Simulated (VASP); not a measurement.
A run of VASP 6.6.1 is set up as follows.

The input INCAR:

```
  PREC = Accurate
  ENCUT = 600
  EDIFF = 1E-7
  ISMEAR = 0
  SIGMA = 0.2
  LREAL = F
  LASPH = T
  NELM = 200
  ALGO = Normal
  ISIF = 3
  LWAVE = F
  LCHARG = F
  GGA = PE
  IBRION = 2
  NSW = 36
  EDIFFG = -0.08
  GGA_COMPAT = F
  NELMIN = 4
  LMAXMIX = 6
```

File KPOINTS:

```
Automatic mesh
0
Gamma
  3 3 4
```

Contents of POSCAR:

```
Tb4WO
1.0
    5.3654723700      0.0000000000      0.0000000000
    0.0000000000      5.3654723700      0.0000000000
    0.0000000000      0.0000000000      4.8470142700
Tb W O
4 1 1
Direct
    0.3017787200      0.0000000000      0.5000000000
    0.6982212800      0.0000000000      0.5000000000
    0.0000000000      0.3017787200      0.5000000000
    0.0000000000      0.6982212800      0.5000000000
    0.5000000000      0.5000000000      0.5000000000
    0.5000000000      0.5000000000      0.0000000000
```

Potentials or basis: VASP PAW PBE potentials, release 64 (Tb_3, W_sv, O), 4f in core.

Command:

```console
$ cat potpaw_PBE.64/Tb_3/POTCAR potpaw_PBE.64/W_sv/POTCAR potpaw_PBE.64/O/POTCAR > POTCAR
$ mpirun -np 1 vasp_std > vasp.out
```

Question: Estimate the space group after relaxing (to 0.1 Å).

Answer: P4/mmm (No. 123).

Question: What does it give for the relaxed cell?

Answer: a = 6.922 Å, b = 6.922 Å, c = 3.700 Å, α = 90.00°, β = 90.00°, γ = 90.00°.

Question: What does it give for the relaxed volume?

Answer: 29.54 Å³/atom.

Question: What does it give for the band gap on the k mesh?

Answer: Zero (bands 28 and 29 overlap by 0.18 eV).

The path:
```tsv
step	energy change (eV)	largest force (eV/Å)	pressure (GPa)	volume (Å³)
1	0.0000	4.3532	44.53	139.54
2	-10.8729	1.0275	-9.26	283.69
3	-11.7408	2.3330	-5.89	207.65
4	-11.8170	2.1253	-7.49	220.94
5	-11.8369	2.2093	-6.97	215.96
6	-15.6184	0.8548	0.55	183.91
7	-15.6493	0.9302	-0.68	185.81
8	-15.8091	0.5739	-0.76	182.57
9	-15.8728	0.0444	-0.56	178.41
10	-15.8744	0.1286	-0.61	179.02
11	-15.8682	0.0728	1.30	175.13
12	-15.8852	0.0397	0.22	177.27
```

Caveat: the k points lie up to 0.42 Å⁻¹ apart in the final cell; the volume moved by over 15 % at a fixed basis, so the end points are rough; spin-orbit coupling is left out, which moves the levels of the heavy elements; the 4f electrons are frozen in the core, so they carry no moment and show no levels; the run has no spin polarisation, though such a crystal can be magnetic; the relaxation stopped at a loose force limit of 0.08 eV/Å, so its end isn't a converged minimum. Spin polarisation is off, so any magnetic state and its effect on volume and gap are missing.
